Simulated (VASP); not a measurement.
# Sn (Pm-3m) in VASP: further runs, part 2 of 2

VASP 6.6.1. The steps go on from the part before.

## 4. Single point, revPBE (volume scaled by 0.96)

Input file INCAR:

```
SYSTEM = Sn
ALGO = Normal
EDIFF = 1E-6
ENCUT = 520
GGA = RE
ISIF = 2
ISMEAR = -1
LASPH = .TRUE.
LCHARG = .FALSE.
LREAL = .FALSE.
LWAVE = .FALSE.
NBANDS = 13
NELM = 60
PREC = Accurate
SIGMA = 0.1
```

Input file KPOINTS:

```
k-points
0
G
  11 11 11
  0 0 0
```

Input file POSCAR:

```
Sn
1.0
    3.0637742142      0.0000000000      0.0000000000
    0.0000000000      3.0637742142      0.0000000000
    0.0000000000      0.0000000000      3.0637742142
Sn
1
Direct
    0.0000000000      0.0000000000      0.0000000000
```

Potentials or basis: VASP PAW PBE potentials, release 64 (Sn_d).

Run with:

```
$ cat potpaw_PBE.64/Sn_d/POTCAR > POTCAR
$ mpirun -np 1 vasp_std > vasp.out
```

OUTCAR:

```text
SYSTEM = Sn
   EDIFF = 1E-6
   ENCUT = 520
   GGA = RE
   ISIF = 2
   ISMEAR = -1
   LASPH = .TRUE.
   LREAL = .FALSE.
   NELM = 60
   PREC = Accurate

 ion  position               nearest neighbor table
   1  0.000  0.000  0.000-

  LATTYP: Found a simple cubic cell.
 ALAT       =     3.0637742142

  Lattice vectors:

 A1 = (   3.0637742142,   0.0000000000,   0.0000000000)
 A2 = (   0.0000000000,   3.0637742142,   0.0000000000)
 A3 = (   0.0000000000,   0.0000000000,   3.0637742142)

Analysis of symmetry for initial positions (statically):
=====================================================================
 Subroutine PRICEL returns:
 Original cell was already a primitive cell.

 Routine SETGRP: Setting up the symmetry group for a
 simple cubic supercell.

 Subroutine GETGRP returns: Found 48 space group operations
 (whereof 48 operations were pure point group operations)
 out of a pool of 48 trial point group operations.

The static configuration has the point symmetry O_h .

Analysis of symmetry for dynamics (positions and initial velocities):
=====================================================================
 Subroutine PRICEL returns:
 Original cell was already a primitive cell.

 Routine SETGRP: Setting up the symmetry group for a
 simple cubic supercell.

 Subroutine GETGRP returns: Found 48 space group operations
 (whereof 48 operations were pure point group operations)
 out of a pool of 48 trial point group operations.

The dynamic configuration has the point symmetry O_h .

 Subroutine INISYM returns: Found 48 space group operations
 (whereof 48 operations are pure point group operations),
 and found     1 'primitive' translations

----------------------------------------------------------------------------------------

                                     Primitive cell

[... 108 lines left out ...]
     AMIX_MAG =   1.60;   BMIX_MAG =  1.00
  volume/ion in A,a.u.               =      28.76       194.07
  Fermi-wavevector in a.u.,A,eV,Ry     =   1.287837  2.433658 22.565576  1.658523
  Thomas-Fermi vector in A             =   2.419827
   LORBIT       =      0    0 simple, 1 ext, 2 COOP (PROOUT), +10 PAW based schemes
   GGA     = RE    functional components
   LHFCALC =     F    Hartree Fock is set to
   AEXX    =    0.0000 exact exchange contribution
   IVDW    =     0    specifies the selected vdW correction
   LEPSILON=     F    determine dielectric tensor
   LRPA    =     F    only Hartree local field effects (RPA)
 non-spin polarized calculation
  energy-cutoff  :      520.00
  volume of cell :       28.76
 maximum number of plane-waves:       788
 NGX is ok and might be reduce to    24
   NGX = 11   NGY = 11   NGZ = 11

 number of electron      14.0000009 magnetization

 Free energy of the ion-electron system (eV)
  ---------------------------------------------------
  ext. energy  EPLUGINS =         0.00000000
  ---------------------------------------------------
  free energy    TOTEN  =        -3.45495161 eV

  energy without entropy =       -3.43213318  energy(sigma->0) =       -3.44354239

 E-fermi :   7.1885     XC(G=0):  -9.9270

 val. band max:        7.1773505164   @ k =   0.4545   0.4545   0.3636
 cond. band min:       7.2524246065   @ k =   0.2727   0.2727   0.0909
 fundamental gap:      0.0750740901
 Fermi energy:         7.1884988999

 k-point     1 :       0.0000    0.0000    0.0000
  band No.  band energies     occupation
      1     -14.3673      2.00000
      2     -14.3673      2.00000
      3     -13.9821      2.00000
      4     -13.9821      2.00000
      5     -13.9821      2.00000
      6      -3.4663      2.00000
      7      12.6500      0.00000
      8      12.6500      0.00000
      9      12.6500      0.00000
     10      15.9110      0.00000
     11      15.9110      0.00000
     12      17.3200      0.00000
     13      27.3206      0.00000
[... 354 lines left out ...]
  band No.  band energies     occupation
      1     -14.3194      2.00000
      2     -14.1756      2.00000
      3     -14.0493      2.00000
      4     -14.0481      2.00000
      5     -13.9934      2.00000
      6      -2.0224      2.00000
      7       6.5973      1.99460
      8      12.2076      0.00000
      9      12.5407      0.00000
     10      18.7055      0.00000
     11      18.9418      0.00000
     12      20.7902      0.00000
     13      21.6253      0.00000

 [... further k-points ...]
[... 5 lines left out ...]
  --------------------------------------------------------------------------------------
  -------------------------------------------------------------------------------------
  Total        0.4146051      0.4146051      0.4146051      0.0000000      0.0000000     -0.0000000
  in kB       23.0980297     23.0980297     23.0980297      0.0000000      0.0000000     -0.0000000
  external PRESSURE =      23.0980297 kB  Pullay stress =       0.0000000 kB

 VOLUME and BASIS-vectors are now :
 -----------------------------------------------------------------------------
  energy-cutoff  :      520.00
  volume of cell :       28.76
      direct lattice vectors                 reciprocal lattice vectors
     3.063774214  0.000000000  0.000000000     0.326394809  0.000000000  0.000000000
     0.000000000  3.063774214  0.000000000     0.000000000  0.326394809  0.000000000
     0.000000000  0.000000000  3.063774214     0.000000000  0.000000000  0.326394809

 POSITION                                       TOTAL-FORCE (eV/Angst)
 -----------------------------------------------------------------------------------
      0.00000      0.00000      0.00000         0.000000      0.000000      0.000000
 -----------------------------------------------------------------------------------
    total drift:                                0.000000      0.000000      0.000000

  FREE ENERGIE OF THE ION-ELECTRON SYSTEM (eV)
  ---------------------------------------------------
  free  energy   TOTEN  =        -3.4549516114 eV

  energy  without entropy=       -3.4321331751  energy(sigma->0) =       -3.44354239
```

stdout:

```text
POSCAR found type information on POSCAR Sn
 POSCAR found :  1 types and       1 ions
 scaLAPACK will be used
 -----------------------------------------------------------------------------
|                                                                             |
|                                                                             |
|     You enforced a specific xc type in the INCAR file but a different       |
|     I HOPE YOU KNOW WHAT YOU ARE DOING!                                     |
|                                                                             |
 -----------------------------------------------------------------------------

 LDA part: xc-table for (Slater+PW92), standard interpolation
 POSCAR, INCAR and KPOINTS ok, starting setup
 FFT: planning ... GRIDC
 FFT: planning ... GRID_SOFT
 FFT: planning ... GRID
 WAVECAR not read
 entering main loop
```

Wall time 18 s (1 thread of Intel Xeon 8259CL, shared host); peak memory 0.15 GiB.

What came out:

```yaml
Free_energy: -3.4550 eV
Pressure: 2.3 GPa
Band_gap_on_the_k_mesh: zero (band 7 reaches 12.65 eV, above the bottom of band 8 at 5.43 eV)
```

Levels at points of the mesh, in eV from the Fermi level:
```
           k point  band 5  band 6  band 7  band 8  band 9  band 10
(0.00, 0.00, 0.00)  -21.17  -10.65    5.46    5.46    5.46     8.72
```

Caveat: the PAW data sets were made with another functional, which shifts forces and pressure a little; spin-orbit coupling is left out, which moves the levels of the heavy elements.

## 5. The runs side by side

```tsv
cell	gap on the mesh (eV)	pressure (GPa)
a = 2.976 Å, 1 atom	none	8.0
a = 3.021 Å, 1 atom	none	4.9
a = 3.064 Å, 1 atom	none	2.3
```

Alike in all rows: task single point; level revPBE; potentials or basis VASP PAW PBE potentials, release 64 (Sn_d); no spin polarisation; k mesh 11 × 11 × 11; cutoff (eV) 520; smearing fermi-dirac 0.1 eV.

Caveats: the PAW data sets were made with another functional, which shifts forces and pressure a little; spin-orbit coupling is left out, which moves the levels of the heavy elements.

Total energies depend on the potentials used, so only differences within one code and one set of settings carry meaning.
